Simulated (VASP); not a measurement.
Set up this calculation in VASP 6.6.1, as the native input.

```yaml
Task: single point
Functional: PBE
Potentials_or_basis: VASP PAW PBE potentials, release 64 (Ir, O)
Cutoff: 520 eV
k_mesh: 14 × 14 × 14
Occupations: gaussian, width 0.1 eV
Spin: no spin polarisation
Dipole_correction: no
Further_INCAR_settings: ALGO = Normal; EDIFF = 1e-07; NBANDS = 24
```

The structure of Ir3O lies in POSCAR:

```
Ir3O
1.0
   -2.4742711657      2.4742711657      2.4742711657
    2.4742711657     -2.4742711657      2.4742711657
    2.4742711657      2.4742711657     -2.4742711657
Ir O
3 1
Direct
    0.0000000000      0.5000000000      0.5000000000
    0.5000000000      0.0000000000      0.5000000000
    0.5000000000      0.5000000000      0.0000000000
    0.0000000000      0.0000000000      0.0000000000
```

The cell was generated, and may not be a known phase.

One way to write it, as run:

INCAR

```
ALGO = Normal
EDIFF = 1E-7
ENCUT = 520
GGA = PE
ISIF = 2
ISMEAR = 0
LASPH = T
LCHARG = T
LELF = T
LREAL = F
LVHAR = T
LWAVE = F
NBANDS = 24
NELM = 60
PREC = Accurate
SIGMA = 0.1
```

KPOINTS

```
k-points
0
Gamma
  14 14 14
```

Potentials or basis: VASP PAW PBE potentials, release 64 (Ir, O).

Launch:

```console
$ cat potpaw_PBE.64/Ir/POTCAR potpaw_PBE.64/O/POTCAR > POTCAR
$ mpirun -np 1 vasp_std > vasp.out
```

It gave:

The pressure is 0.1 GPa and the band gap on the k mesh is zero (an odd number of electrons rules out a gap without spin polarisation).

Caveat: spin-orbit coupling is left out, which moves the levels of the heavy elements; an odd number of electrons without spin polarisation forces a metal; a magnetic or distorted state may lie lower.

It took 3.4 min on 1 thread of Intel Xeon 8259CL, on a shared host, peak memory 0.27 GiB.
